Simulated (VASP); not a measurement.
Set up this calculation in VASP 6.6.1, as the native input.

```
Task                   : single point
Functional             : LDA
Potentials or basis    : VASP PAW LDA potentials, release 64 (Al, Ru_pv)
Cutoff                 : 520 eV
k mesh                 : 1 × 1 × 11
Occupations            : gaussian, width 0.05 eV
Spin                   : no spin polarisation
Dipole correction      : no
Further INCAR settings : ALGO = Normal; EDIFF = 1e-06; NBANDS = 63
```

The structure of AlRu lies in POSCAR:

```
AlRu
1.0
   12.6000000000      0.0000000000      0.0000000000
    0.0000000000     13.5000000000      0.0000000000
    0.0000000000      0.0000000000      4.9587388098
Al Ru
6 6
Direct
    0.3718745000      0.3244653912      0.0038982702
    0.3718745000      0.6755346088      0.0038982702
    0.6265640238      0.5000000000      0.0256598355
    0.5621621540      0.3218089493      0.2712300057
    0.5621621540      0.6781910507      0.2712300057
    0.4163666393      0.5000000000      0.7713862589
    0.4327428741      0.5000000000      0.2674866300
    0.3806191731      0.3468712368      0.4988929066
    0.3806191731      0.6531287632      0.4988929066
    0.6020999478      0.5000000000      0.5121866188
    0.5500198586      0.3535713732      0.7709524792
    0.5500198586      0.6464286268      0.7709524792
```

One way to write it, as run:

INCAR

```
ALGO = Normal
EDIFF = 1E-6
ENCUT = 520
GGA = CA
ISIF = 2
ISMEAR = 0
LASPH = T
LCHARG = F
LREAL = F
LWAVE = F
NBANDS = 63
NELM = 80
PREC = Accurate
SIGMA = 0.05
```

KPOINTS

```
k-points
0
Gamma
  1 1 11
```

Potentials or basis: VASP PAW LDA potentials, release 64 (Al, Ru_pv).

The run is started by

```sh
$ cat potpaw_LDA.64/Al/POTCAR potpaw_LDA.64/Ru_pv/POTCAR > POTCAR
$ mpirun -np 1 vasp_std > vasp.out
```

It gave:

- Largest force: 0.356 eV/Å
- Band gap on the k mesh: zero (band 51 reaches -1.48 eV, above the bottom of band 52 at -1.69 eV)

It took 11 min on 1 thread of Intel Xeon 6975P-C, with other jobs on the host, peak memory 0.67 GiB.
